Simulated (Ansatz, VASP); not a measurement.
**One calculation of Al3Cu, two programs**

```xyz
4
Lattice="2.7738 0.0000 0.0000 0.0000 2.7738 0.0000 0.0000 0.0000 7.5919" Properties=species:S:1:pos:R:3 pbc="T T T"
Al    0.0000    0.0000    3.7209
Al    1.3869    1.3869    1.6153
Al    1.3869    1.3869    5.8266
Cu    0.0000    0.0000    0.0000
```

Change from the starting cell: all Al atoms moved +0.075 Å, as atom 1 towards its neighbour atom 4 (Cu) at 3.796 Å.

Alike in both runs: task single point; functional r2SCAN; k mesh 18 × 18 × 6; occupations gaussian, width 0.15 eV; no spin polarisation.

|  | VASP | Ansatz |
| --- | --- | --- |
| version | VASP 6.6.1 | Ansatz 0.2.0 |
| potentials or method | VASP PAW PBE potentials, release 64 (Al, Cu), cutoff 520 eV | scalar-relativistic, plane waves, PAW |
| valence electrons in the cell | 20 | 28 |

```tsv
	VASP	Ansatz	Ansatz less VASP
gap on the k mesh at the Fermi level (eV)	none	none	-
pressure (GPa)	0.0	0.2	+0.19
traceless stress, the component that is largest in VASP (GPa)	-0.10	-0.10	+0.002
rms of the force components (eV/Å)	0.167	0.165	-0.0014
```

VASP's potentials were made for PBE, not for r2SCAN. Atom by atom the forces differ by 0.007 eV/Å (rms over components). A gap of «none» marks a metal or a gap that the smearing closes. VASP's potentials hold 20 valence electrons a cell and Ansatz's 28, so a difference there can come from the potentials and not from the codes.
